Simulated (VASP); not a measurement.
# Al2P3 (Amm2) in VASP: a series of runs

Al2P3 is run at these levels: PBE; tasks: single point.

Program: VASP 6.6.1. These are calculated values, not measurements. Logs are shortened: lines on timing, memory, paths and dates and some standing lists are left out, and cuts for length are marked.

## Step 1: The cell of the first run

It takes space group Amm2 (No. 38, orthorhombic). Conventional cell: a = 3.294 Å, b = 10.757 Å, c = 5.139 Å, α = 90.00°, β = 90.00°, γ = 90.00°. Al (site symmetry m) has 5 P at 2.39 to 2.75 Å and 1 Al at 3.01 Å within 3.2 Å. P (site symmetry m) has 3 Al at 2.39 to 2.75 Å and 3 P at 2.83 to 2.98 Å within 3.2 Å. P (site symmetry mm2) has 4 Al at 2.44 Å and 4 P at 2.83 Å within 3.2 Å.

## Step 2: Single point, PBE

File INCAR:

```
SYSTEM = Al2P3
PREC = Accurate
ENCUT = 520
EDIFF = 1E-7
ISMEAR = 0
SIGMA = 0.1
LREAL = .FALSE.
LASPH = .TRUE.
NELM = 60
ALGO = Normal
ISIF = 2
LWAVE = .FALSE.
LCHARG = .FALSE.
GGA = PE
NBANDS = 18
```

File KPOINTS:

```
Automatic mesh
0
G
  4 4 4
  0 0 0
```

File POSCAR:

```
Al2P3
1.0
    3.2944463780      0.0000000000      0.0000000000
    0.0000000000      5.3782550601      2.5693434832
    0.0000000000     -5.3782550601      2.5693434832
Al P
2 3
Direct
    0.5000000000      0.1659666587      0.8859993202
    0.5000000000      0.8859993202      0.1659666587
    0.5000000000      0.6297730510      0.3524148796
    0.5000000000      0.3524148796      0.6297730510
    0.0000000000      0.8323415204      0.8323415204
```

Potentials or basis: VASP PAW PBE potentials, release 64 (Al, P).

Command:

```bash
cat potpaw_PBE.64/Al/POTCAR potpaw_PBE.64/P/POTCAR > POTCAR
mpirun -np 1 vasp_std > vasp.out
```

OUTCAR:

```text
SYSTEM = Al2P3
   PREC = Accurate
   ENCUT = 520
   EDIFF = 1E-7
   ISMEAR = 0
   LREAL = .FALSE.
   LASPH = .TRUE.
   NELM = 60
   ISIF = 2
   GGA = PE

 ion  position               nearest neighbor table
   1  0.500  0.166  0.886-   4 2.39   3 2.39   5 2.44   5 2.44   3 2.75   2 3.01
   2  0.500  0.886  0.166-   3 2.39   4 2.39   5 2.44   5 2.44   4 2.75   1 3.01
   3  0.500  0.630  0.352-   2 2.39   1 2.39   1 2.75   5 2.83   5 2.83
   4  0.500  0.352  0.630-   1 2.39   2 2.39   2 2.75   5 2.83   5 2.83
   5  0.000  0.832  0.832-   1 2.44   2 2.44   1 2.44   2 2.44   3 2.83   4 2.83   3 2.83   4 2.83

  LATTYP: Found a base centered orthorhombic cell.
 ALAT       =     5.1386869664
 B/A-ratio  =     2.0932409759
 C/A-ratio  =     0.6411066484

  Lattice vectors:

 A1 = (   0.0000000000,   5.3782550601,   2.5693434832)
 A2 = (   0.0000000000,  -5.3782550601,   2.5693434832)
 A3 = (   3.2944463780,   0.0000000000,   0.0000000000)

Analysis of symmetry for initial positions (statically):
=====================================================================
 Subroutine PRICEL returns:
 Original cell was already a primitive cell.

 Routine SETGRP: Setting up the symmetry group for a
 base centered orthorhombic supercell.

 Subroutine GETGRP returns: Found  4 space group operations
 (whereof  4 operations were pure point group operations)
 out of a pool of  8 trial point group operations.

The static configuration has the point symmetry C_2v.

Analysis of symmetry for dynamics (positions and initial velocities):
=====================================================================
 Subroutine PRICEL returns:
 Original cell was already a primitive cell.

 Routine SETGRP: Setting up the symmetry group for a
 base centered orthorhombic supercell.

 Subroutine GETGRP returns: Found  4 space group operations
 (whereof  4 operations were pure point group operations)
 out of a pool of  8 trial point group operations.

The dynamic configuration has the point symmetry C_2v.

 Subroutine INISYM returns: Found  4 space group operations
 (whereof  4 operations are pure point group operations),
 and found     1 'primitive' translations

----------------------------------------------------------------------------------------

                                     Primitive cell

  volume of cell :      91.0492

  direct lattice vectors                    reciprocal lattice vectors
     3.294446378  0.000000000  0.000000000     0.303541137  0.000000000  0.000000000
     0.000000000  5.378255060  2.569343483     0.000000000  0.092966956  0.194602241
     0.000000000 -5.378255060  2.569343483     0.000000000 -0.092966956  0.194602241

  length of vectors
     3.294446378  5.960465873  5.960465873     0.303541137  0.215668466  0.215668466

  position of ions in fractional coordinates (direct lattice)
     0.500000000  0.165966659  0.885999320
     0.500000000  0.885999320  0.165966659
     0.500000000  0.629773051  0.352414880
     0.500000000  0.352414880  0.629773051
     0.000000000  0.832341520  0.832341520

  ion indices of the primitive-cell ions
   primitive index   ion index
                 1           1
                 2           2
                 3           3
                 4           4
                 5           5

----------------------------------------------------------------------------------------

 KPOINTS: Automatic mesh

Automatic generation of k-mesh.
 Grid dimensions read from file:
 generate k-points for:    4    4    4

 Generating k-lattice:

  Cartesian coordinates                     Fractional coordinates (reciprocal lattice)
     0.075885284  0.000000000  0.000000000     0.250000000  0.000000000  0.000000000
     0.000000000  0.023241739  0.048650560     0.000000000  0.250000000  0.000000000
     0.000000000 -0.023241739  0.048650560     0.000000000  0.000000000  0.250000000

  Length of vectors
     0.075885284  0.053917116  0.053917116

  Shift w.r.t. Gamma in fractional coordinates (k-lattice)
     0.000000000  0.000000000  0.000000000

 Subroutine IBZKPT returns following result:
 ===========================================

 Found     21 irreducible k-points:

 Following reciprocal coordinates:
            Coordinates               Weight
  0.000000  0.000000  0.000000      1.000000
  0.250000  0.000000  0.000000      2.000000
  0.500000  0.000000  0.000000      1.000000
  0.000000  0.250000  0.000000      4.000000
  0.250000  0.250000  0.000000      8.000000
  0.500000  0.250000  0.000000      4.000000
[... 13 lines left out ...]
  0.250000  0.500000  0.500000      2.000000
  0.500000  0.500000  0.500000      1.000000
   k-points           NKPTS =     21   k-points in BZ     NKDIM =     21   number of bands    NBANDS=     18
   number of dos      NEDOS =    301   number of ions     NIONS =      5
   total plane-waves  NPLWV =  64512
   dimension x,y,z NGX =    28 NGY =   48 NGZ =   48
   dimension x,y,z NGXF=    56 NGYF=   96 NGZF=   96
   ions per type =               2   3
   NGX,Y,Z   is equivalent  to a cutoff of  14.13, 13.39, 13.39 a.u.
   NGXF,Y,Z  is equivalent  to a cutoff of  28.26, 26.78, 26.78 a.u.
 SYSTEM =  Al2P3
   PREC   = accura    normal or accurate (medium, high low for compatibility)
   ISTART =      0    job   : 0-new  1-cont  2-samecut
   ICHARG =      2    charge: 1-file 2-atom 10-const
   ISPIN  =      1    spin polarized calculation?
   LNONCOLLINEAR =      F non collinear calculations
   LSORBIT =      F    spin-orbit coupling
   LASPH  =      T    aspherical Exc in radial PAW
   ENCUT  =  520.0 eV  38.22 Ry    6.18 a.u.   6.13 11.08 11.08*2*pi/ulx,y,z
   NELM   =     60;   NELMIN=  2; NELMDL= -5     # of ELM steps
   EDIFF  = 0.1E-06   stopping-criterion for ELM
   LREAL  =      F    real-space projection
   EDIFFG = 0.1E-05   stopping-criterion for IOM
   NSW    =      0    number of steps for IOM
   IBRION =     -1    ionic relax: 0-MD 1-quasi-New 2-CG
   NFREE  =      0    steps in history (QN), initial steepest desc. (CG)
   ISIF   =      2    stress and relaxation
   ISYM   =      2    0-nonsym 1-usesym 2-fastsym
   POTIM  = 0.5000    time-step for ionic-motion
   TEBEG  =    0.0;   TEEND  =   0.0 temperature during run
   PSTRESS=    0.0 pullay stress
   NELECT =      21.0000    total number of electrons
   NUPDOWN=      -1.0000    fix difference up-down
   EMIN   =  10.00;   EMAX   =-10.00  energy-range for DOS
   EFERMI =   0.00;   METHOD = LEGACY
   ISMEAR =     0;   SIGMA  =   0.10  broadening in eV -4-tet -1-fermi 0-gaus
   EFERMI_NEDOS =   21; number of points for ismear=-14 and -15
   IALGO  =     38    algorithm
   IMIX   =      4    mixing-type and parameters
     AMIX     =   0.40;   BMIX     =  1.00
     AMIX_MAG =   1.60;   BMIX_MAG =  1.00
  volume/ion in A,a.u.               =      18.21       122.89
  Fermi-wavevector in a.u.,A,eV,Ry     =   1.003974  1.897236 13.714188  1.007964
  Thomas-Fermi vector in A             =   2.136560
   LORBIT       =      0    0 simple, 1 ext, 2 COOP (PROOUT), +10 PAW based schemes
   GGA     = PE    functional components
   LHFCALC =     F    Hartree Fock is set to
   AEXX    =    0.0000 exact exchange contribution
   IVDW    =     0    specifies the selected vdW correction
   LEPSILON=     F    determine dielectric tensor
   LRPA    =     F    only Hartree local field effects (RPA)
 non-spin polarized calculation
 Gauss-broadening in eV      SIGMA  =   0.10
  energy-cutoff  :      520.00
  volume of cell :       91.05
 maximum number of plane-waves:      2476
 NGX is ok and might be reduce to    28
   NGX = 13   NGY = 23   NGZ = 23

 number of electron      20.9999999 magnetization

 Free energy of the ion-electron system (eV)
  ---------------------------------------------------
  ext. energy  EPLUGINS =         0.00000000
  ---------------------------------------------------
  free energy    TOTEN  =       -22.80579998 eV

  energy without entropy =      -22.78565070  energy(sigma->0) =      -22.79572534

 E-fermi :   6.2848     XC(G=0):  -9.9664

 val. band max:        6.2621030030   @ k =   0.2500  -0.2500   0.2500
 cond. band min:       6.3016991956   @ k =   0.2500   0.5000   0.0000
 fundamental gap:      0.0395961926
 Fermi energy:         6.2847672816

 k-point     1 :       0.0000    0.0000    0.0000
  band No.  band energies     occupation
      1      -6.9934      2.00000
      2      -3.4037      2.00000
      3      -3.3098      2.00000
      4       0.4158      2.00000
      5       0.6076      2.00000
      6       1.7829      2.00000
[... 10 lines left out ...]
     17      12.8437      0.00000
     18      12.9008      0.00000

 k-point     2 :       0.2500    0.0000    0.0000
  band No.  band energies     occupation
      1      -6.2793      2.00000
      2      -3.1817      2.00000
      3      -2.8087      2.00000
      4       1.0776      2.00000
      5       1.2523      2.00000
      6       1.7060      2.00000
[... 10 lines left out ...]
     17      11.9849      0.00000
     18      12.3357      0.00000

 k-point     3 :       0.5000    0.0000    0.0000
  band No.  band energies     occupation
      1      -4.7116      2.00000
      2      -3.9660      2.00000
      3      -2.1247      2.00000
      4       0.4141      2.00000
      5       2.3640      2.00000
      6       2.6527      2.00000
[... 10 lines left out ...]
     17      13.0064      0.00000
     18      13.1241      0.00000

 k-point     4 :       0.0000    0.2500    0.0000
  band No.  band energies     occupation
      1      -6.7158      2.00000
      2      -3.9921      2.00000
      3      -3.4895      2.00000
      4      -0.3597      2.00000
      5       0.6073      2.00000
      6       3.0831      2.00000
[... 312 lines left out ...]
      4       0.3920      2.00000
      5       2.2065      2.00000
      6       3.1820      2.00000
[... 10 lines left out ...]
     17      12.9807      0.00000
     18      13.5115      0.00000

 k-point    20 :       0.2500    0.5000    0.5000
  band No.  band energies     occupation
      1      -5.7177      2.00000
      2      -4.5972      2.00000
      3      -2.6925      2.00000
      4       1.0174      2.00000
      5       1.6176      2.00000
      6       2.2332      2.00000
[... 10 lines left out ...]
     17      11.5824      0.00000
     18      13.1564      0.00000

 k-point    21 :       0.5000    0.5000    0.5000
  band No.  band energies     occupation
      1      -3.8802      2.00000
      2      -3.8368      2.00000
      3      -3.6303      2.00000
      4       0.1612      2.00000
      5       1.0869      2.00000
      6       2.2242      2.00000
[... 10 lines left out ...]
     17       9.6221      0.00000
     18      10.6969      0.00000

------------------------ aborting loop because EDIFF is reached ----------------------------------------

  FORCE on cell =-STRESS in cart. coord.  units (eV):
  Direction    XX          YY          ZZ          XY          YZ          ZX
  --------------------------------------------------------------------------------------
  -------------------------------------------------------------------------------------
  Total       -0.0688395     -0.1506272     -0.1235057      0.0000000      0.0000000      0.0000000
  in kB       -1.2113580     -2.6505614     -2.1733103      0.0000000      0.0000000      0.0000000
  external PRESSURE =      -2.0117432 kB  Pullay stress =       0.0000000 kB

 VOLUME and BASIS-vectors are now :
 -----------------------------------------------------------------------------
  energy-cutoff  :      520.00
  volume of cell :       91.05
      direct lattice vectors                 reciprocal lattice vectors
     3.294446378  0.000000000  0.000000000     0.303541137  0.000000000  0.000000000
     0.000000000  5.378255060  2.569343483     0.000000000  0.092966956  0.194602241
     0.000000000 -5.378255060  2.569343483     0.000000000 -0.092966956  0.194602241

 POSITION                                       TOTAL-FORCE (eV/Angst)
 -----------------------------------------------------------------------------------
      1.64722     -3.87252      2.70286         0.000000      0.013154     -0.017674
      1.64722      3.87252      2.70286         0.000000     -0.013154     -0.017674
      1.64722      1.49170      2.52358         0.000000      0.013243      0.019227
      1.64722     -1.49170      2.52358         0.000000     -0.013243      0.019227
      0.00000      0.00000      4.27714         0.000000      0.000000     -0.003105
 -----------------------------------------------------------------------------------
    total drift:                               -0.000000     -0.000000      0.000157

  FREE ENERGIE OF THE ION-ELECTRON SYSTEM (eV)
  ---------------------------------------------------
  free  energy   TOTEN  =       -22.8057999831 eV

  energy  without entropy=      -22.7856507030  energy(sigma->0) =      -22.79572534
```

It took 22 s on 1 thread of Intel Xeon 6975P-C (Granite Rapids), shared host; peak memory 0.22 GiB.

What came out:

| Quantity | Value |
| --- | --- |
| Free energy | -22.8058 eV |
| Pressure | -0.2 GPa |
| Largest force | 0.023 eV/Å |

Forces in eV/Å, atoms in the order of the input:
```
Al   0.000  0.013 -0.018
Al   0.000 -0.013 -0.018
P    0.000  0.013  0.019
P    0.000 -0.013  0.019
P    0.000  0.000 -0.003
```

Stress tensor (GPa, compression positive):
```
-0.12  0.00  0.00
 0.00 -0.27  0.00
 0.00  0.00 -0.22
```

Caveat: the k points lie up to 0.48 Å⁻¹ apart.

(Part 1 of 2 ends here.)
